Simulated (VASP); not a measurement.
Runs of VASP 6.6.1 on Hg. The structure is that of space group I4/mmm (No. 139), or close to it. The cells are those of the table. 

```csv
cell,further INCAR settings,gap on the mesh (eV),pressure (GPa)
"a = 3.781, b = 3.781, c = 3.343 Å, 2 atoms",ALGO = Fast; EDIFF = 1e-07; NBANDS = 19,none,0.2
"a = 3.781, b = 3.781, c = 3.443 Å, 2 atoms",ALGO = Fast; EDIFF = 1e-06; NBANDS = 19,none,-0.7
"a = 3.781, b = 3.781, c = 3.376 Å, 2 atoms",ALGO = Fast; EDIFF = 1e-06; NBANDS = 19,none,(c)
"a = 3.781, b = 3.781, c = 3.276 Å, 2 atoms",ALGO = Fast; EDIFF = 1e-07; NBANDS = 19,none,(b)
"a = 3.894, b = 3.894, c = 3.184 Å, 2 atoms",ALGO = Fast; EDIFF = 1e-06; NBANDS = 19,none,-0.1
"a = 3.781, b = 3.781, c = 3.242 Å, 2 atoms",ALGO = Fast; EDIFF = 1e-07; NBANDS = 19,none,(a)
"a = 3.894, b = 3.894, c = 3.283 Å, 2 atoms",ALGO = Fast; EDIFF = 1e-06; NBANDS = 19,none,-1.0
"a = 3.781, b = 3.781, c = 3.410 Å, 2 atoms",ALGO = Fast; EDIFF = 1e-07; NBANDS = 19,none,-0.5
"a = 3.856, b = 3.856, c = 3.303 Å, 2 atoms",ALGO = Fast; EDIFF = 1e-06; NBANDS = 19,none,-0.7
"a = 3.781, b = 3.781, c = 3.309 Å, 2 atoms",ALGO = Fast; EDIFF = 1e-06; NBANDS = 19,none,0.6
```

Alike in all rows: task single point; level PBEsol; potentials or basis VASP PAW PBE potentials, release 64 (Hg); no spin polarisation; k mesh 12 × 12 × 12; cutoff (eV) 520; smearing gaussian 0.1 eV.

Question: Fill in the values left out.

Answer: (a) 1.5; (b) 1.1; (c) -0.2.

Caveats: the PAW data sets were made with another functional, which shifts forces and pressure a little; spin-orbit coupling is left out, which moves the levels of the heavy elements.

A k mesh can miss the band edges, and the runs leave out spin-orbit coupling on Hg.

A gap of «none» marks levels without a gap at the run's occupations.
